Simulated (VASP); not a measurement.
The system is SrV3.

```
Sr V
1.0
     4.11482    0.00000    0.00000
     0.00000    4.11482    0.00000
     0.00000    0.00000    4.11482
Sr V
1 3
Direct
  0.00000 0.00000 0.00000
  0.00000 0.50000 0.50000
  0.50000 0.00000 0.50000
  0.50000 0.50000 0.00000
```

| Quantity | Value |
| --- | --- |
| Program | VASP 6.6.1 |
| Task | relaxation of cell and atoms |
| Functional | PBE |
| Potentials or basis | VASP PAW PBE potentials, release 64 (Sr_sv, V_sv) |
| Cutoff | 600 eV |
| k mesh | 4 × 4 × 4 |
| Occupations | gaussian, width 0.1 eV |
| Spin | collinear spin, ferromagnetic start |
| Starting moments | [0.0, 0.53, 0.53, 0.53] μB |

At the start: pressure 6.0 GPa; volume 17.42 Å³/atom.

Task: Where does the relaxation end?

Result: Over 3 steps the energy falls by 22.4 meV/atom and the volume is 18.66 Å³/atom (+7.2 %); space group Pm-3m (No. 221, to 0.1 Å) before and after; moment 1.82 μB per cell.

The path:
| step | energy change (eV) | largest force (eV/Å) | pressure (GPa) | volume (Å³) |
| --- | --- | --- | --- | --- |
| 1 | 0.0000 | 0.0000 | 6.05 | 69.67 |
| 2 | -0.0789 | 0.0000 | -1.79 | 76.51 |
| 3 | -0.0895 | 0.0000 | 0.01 | 74.66 |

Final structure:
```
Sr V
1.0
     4.21076    0.00000    0.00000
     0.00000    4.21076    0.00000
     0.00000    0.00000    4.21076
Sr V
1 3
Direct
  0.00000 0.00000 0.00000
  0.00000 0.50000 0.50000
  0.50000 0.00000 0.50000
  0.50000 0.50000 0.00000
```

Caveat: the k points lie up to 0.37 Å⁻¹ apart in the final cell.
